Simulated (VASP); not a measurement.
# In (I4/mmm) in VASP: notebook, part 2 of 2

VASP 6.6.1.

### 5 Single point, rpbe exchange, lyp correlation, collinear spin (26.14 Å³/atom)

This run uses another cell than the first one, of 26.14 Å³/atom.

INCAR

```
ALGO = Normal
EDIFF = 1E-6
ENCUT = 500
GGA = LIBXC
GGA_COMPAT = False
ISIF = 2
ISMEAR = 1
ISPIN = 2
LASPH = True
LCHARG = False
LIBXC1 = GGA_X_RPBE
LIBXC2 = GGA_C_LYP
LORBIT = 11
LREAL = False
LWAVE = False
MAGMOM = -0.36
NBANDS = 16
NELM = 200
PREC = Accurate
SIGMA = 0.05
```

KPOINTS

```
k-points
0
Gamma
  11 11 11
```

POSCAR

```
In
1.0
   -1.6254700000      1.6254700000      2.4737000000
    1.6254700000     -1.6254700000      2.4737000000
    1.6254700000      1.6254700000     -2.4737000000
In
1
Direct
    0.0000000000      0.0000000000      0.0000000000
```

Potentials or basis: VASP PAW PBE potentials, release 64 (In_d).

Run with:

```sh
cat potpaw_PBE.64/In_d/POTCAR > POTCAR
mpirun -np 1 vasp_std > vasp.out
```

OUTCAR:

```text
EDIFF = 1E-6
   ENCUT = 500
   GGA = LIBXC
   ISIF = 2
   ISMEAR = 1
   ISPIN = 2
   LASPH = True
   LORBIT = 11
   LREAL = False
   NELM = 200
   PREC = Accurate

 ion  position               nearest neighbor table
   1  0.000  0.000  0.000-

  LATTYP: Found a body centered tetragonal cell.
 ALAT       =     3.2509400000
 C/A-ratio  =     1.5218367611

  Lattice vectors:

 A1 = (  -1.6254700000,   1.6254700000,   2.4737000000)
 A2 = (   1.6254700000,  -1.6254700000,   2.4737000000)
 A3 = (   1.6254700000,   1.6254700000,  -2.4737000000)

Analysis of symmetry for initial positions (statically):
=====================================================================
 Subroutine PRICEL returns:
 Original cell was already a primitive cell.

 Routine SETGRP: Setting up the symmetry group for a
 body centered tetragonal supercell.

 Subroutine GETGRP returns: Found 16 space group operations
 (whereof 16 operations were pure point group operations)
 out of a pool of 16 trial point group operations.

The static configuration has the point symmetry D_4h.

Analysis of symmetry for dynamics (positions and initial velocities):
=====================================================================
 Subroutine PRICEL returns:
 Original cell was already a primitive cell.

 Routine SETGRP: Setting up the symmetry group for a
 body centered tetragonal supercell.

 Subroutine GETGRP returns: Found 16 space group operations
 (whereof 16 operations were pure point group operations)
 out of a pool of 16 trial point group operations.

The dynamic configuration has the point symmetry D_4h.

Analysis of structural, dynamic, and magnetic symmetry:
=====================================================================
 Subroutine PRICEL returns:
 Original cell was already a primitive cell.

 Routine SETGRP: Setting up the symmetry group for a
 body centered tetragonal supercell.

 Subroutine GETGRP returns: Found 16 space group operations
 (whereof 16 operations were pure point group operations)
[... 138 lines left out ...]

 number of electron      13.0000006 magnetization      -0.0001744

 number of electron      13.0000006 magnetization       0.0000239

 Free energy of the ion-electron system (eV)
  ---------------------------------------------------
  ext. energy  EPLUGINS =         0.00000000
  ---------------------------------------------------
  free energy    TOTEN  =        -1.45186947 eV

  energy without entropy =       -1.45178544  energy(sigma->0) =       -1.45184146

 E-fermi :   8.2491     XC(G=0):  -9.5365

 val. band max:        8.1902207263   @ k =  -0.4545  -0.4545   0.1818
 cond. band min:       8.2564004209   @ k =  -0.4545  -0.4545   0.1818
 fundamental gap:      0.0661796946
 Fermi energy:         8.2490581561

 spin component 1

 k-point     1 :       0.0000    0.0000    0.0000
  band No.  band energies     occupation
      1      -6.6586      1.00000
      2      -6.5530      1.00000
      3      -6.5530      1.00000
      4      -6.4736      1.00000
      5      -6.3696      1.00000
      6      -1.3724      1.00000
[... 435 lines left out ...]
      5      -6.3916      1.00000
      6      -0.3548      1.00000
[... 8 lines left out ...]
     15      26.8499      0.00000
     16      27.2179      0.00000

 [... further k-points ...]

 spin component 2

 k-point     1 :       0.0000    0.0000    0.0000
  band No.  band energies     occupation
      1      -6.6587      1.00000
      2      -6.5530      1.00000
      3      -6.5530      1.00000
      4      -6.4736      1.00000
      5      -6.3696      1.00000
      6      -1.3725      1.00000
[... 435 lines left out ...]
      5      -6.3917      1.00000
      6      -0.3548      1.00000
[... 8 lines left out ...]
     15      26.8499      0.00000
     16      27.2179      0.00000

 [... further k-points ...]

------------------------ aborting loop because EDIFF is reached ----------------------------------------

  FORCE on cell =-STRESS in cart. coord.  units (eV):
  Direction    XX          YY          ZZ          XY          YZ          ZX
  --------------------------------------------------------------------------------------
  -------------------------------------------------------------------------------------
  Total        1.3049631      1.3049631      1.2467238      0.0000000     -0.0000000      0.0000000
  in kB       79.9730878     79.9730878     76.4039622      0.0000000     -0.0000000      0.0000000
  external PRESSURE =      78.7833792 kB  Pullay stress =       0.0000000 kB

 VOLUME and BASIS-vectors are now :
 -----------------------------------------------------------------------------
  energy-cutoff  :      500.00
  volume of cell :       26.14
      direct lattice vectors                 reciprocal lattice vectors
    -1.625470000  1.625470000  2.473700000     0.000000000  0.307603339  0.202126369
     1.625470000 -1.625470000  2.473700000     0.307603339  0.000000000  0.202126369
     1.625470000  1.625470000 -2.473700000     0.307603339  0.307603339  0.000000000

 POSITION                                       TOTAL-FORCE (eV/Angst)
 -----------------------------------------------------------------------------------
      0.00000      0.00000      0.00000         0.000000     -0.000000     -0.000000
 -----------------------------------------------------------------------------------
    total drift:                               -0.000000     -0.000000     -0.000000

  FREE ENERGIE OF THE ION-ELECTRON SYSTEM (eV)
  ---------------------------------------------------
  free  energy   TOTEN  =        -1.4518694730 eV

  energy  without entropy=       -1.4517854363  energy(sigma->0) =       -1.45184146

 total charge

# of ion       s       p       d       tot
------------------------------------------
    1        1.027   0.501   9.853  11.382

 magnetization (x)

# of ion       s       p       d       tot
------------------------------------------
    1        0.000  -0.000   0.000   0.000
```

OSZICAR:

```text
N       E                     dE             d eps       ncg     rms          rms(c)
DAV:   1     0.847039260899E+02    0.84704E+02   -0.55155E+03  8336   0.100E+03
DAV:   2     0.367341164907E+01   -0.81031E+02   -0.76886E+02  9288   0.263E+02
DAV:   3    -0.134400970737E+01   -0.50174E+01   -0.50064E+01 10192   0.556E+01
DAV:   4    -0.145332738762E+01   -0.10932E+00   -0.10930E+00 10584   0.828E+00
DAV:   5    -0.145794695861E+01   -0.46196E-02   -0.46195E-02 11344   0.151E+00    0.282E+00
DAV:   6    -0.145402159726E+01    0.39254E-02   -0.26809E-02 10968   0.271E+00    0.127E+00
DAV:   7    -0.145246917355E+01    0.15524E-02   -0.55266E-03 11096   0.909E-01    0.645E-01
DAV:   8    -0.145190000404E+01    0.56917E-03   -0.14050E-03 10800   0.439E-01    0.200E-01
DAV:   9    -0.145184097954E+01    0.59024E-04   -0.16671E-04 10192   0.123E-01    0.100E-01
DAV:  10    -0.145185726189E+01   -0.16282E-04   -0.74768E-05 10000   0.967E-02    0.240E-02
DAV:  11    -0.145186759877E+01   -0.10337E-04   -0.79642E-06 10264   0.187E-02    0.126E-02
DAV:  12    -0.145186941459E+01   -0.18158E-05   -0.31949E-06  9736   0.161E-02    0.316E-03
DAV:  13    -0.145186947298E+01   -0.58390E-07   -0.27707E-07  7224   0.425E-03
   1 F= -.14518695E+01 E0= -.14518415E+01  d E =-.840367E-04  mag=     0.0000
```

stdout:

```text
POSCAR found type information on POSCAR In
 POSCAR found :  1 types and       1 ions
 scaLAPACK will be used
 -----------------------------------------------------------------------------
|                                                                             |
|                                                                             |
|     You enforced a specific xc type in the INCAR file but a different       |
|     I HOPE YOU KNOW WHAT YOU ARE DOING!                                     |
|                                                                             |
 -----------------------------------------------------------------------------

 LDA part: xc-table for (None,None), standard interpolation
 POSCAR, INCAR and KPOINTS ok, starting setup
 FFT: planning ... GRIDC
 FFT: planning ... GRID_SOFT
 FFT: planning ... GRID
 WAVECAR not read
 entering main loop
```

Run time: 86 s. Hardware: 1 thread of Intel Xeon Platinum 8488C (Sapphire Rapids), shared host; peak memory 0.22 GiB.

What came out:

- Free energy: -1.4519 eV
- Pressure: 7.9 GPa
- Net moment: 0.00 μB per cell
- Valence electrons inside the program's atomic spheres: In 11.38

Stress tensor (GPa, compression positive):
```
8.00 0.00 0.00
0.00 8.00 0.00
0.00 0.00 7.64
```

Levels at points of the mesh, in eV from the Fermi level:
Spin up:
```
           k point  band 2  band 3  band 4  band 5  band 6  band 7  band 8  band 9  band 10  band 11
(0.00, 0.00, 0.00)  -14.80  -14.80  -14.72  -14.62   -9.62   10.32   10.32   10.49    11.73    13.94
```
Spin down:
```tsv
k point	band 3	band 4	band 5	band 6	band 7	band 8	band 9	band 10
(0.00, 0.00, 0.00)	-14.80	-14.72	-14.62	-9.62	10.32	10.32	10.49	11.73
```

Caveat: the cell stands under pressure; the PAW data sets were made with another functional, which shifts forces and pressure a little; spin-orbit coupling is left out, which moves the levels of the heavy elements.

### 6 Summary

| cell | gap on the mesh (eV) | pressure (GPa) | moment (μB) |
| --- | --- | --- | --- |
| a = 3.308 Å, angles 122.5, 122.5, 85.8°, 1 atom | none | 11.8 | 0.00 |
| a = 3.331 Å, angles 122.5, 122.5, 85.8°, 1 atom | none | 10.3 | 0.00 |
| a = 3.354 Å, angles 122.5, 122.5, 85.8°, 1 atom | none | 9.0 | 0.00 |
| a = 3.377 Å, angles 122.5, 122.5, 85.8°, 1 atom | none | 7.9 | 0.00 |

Alike in all rows: task single point; level rpbe exchange, lyp correlation; potentials or basis VASP PAW PBE potentials, release 64 (In_d); spin collinear; k mesh 11 × 11 × 11; cutoff (eV) 500; smearing methfessel-paxton 0.05 eV.

Caveats: the cell stands under pressure; the PAW data sets were made with another functional, which shifts forces and pressure a little; spin-orbit coupling is left out, which moves the levels of the heavy elements.

Total energies depend on the potentials used, so only differences within one code and one set of settings carry meaning.
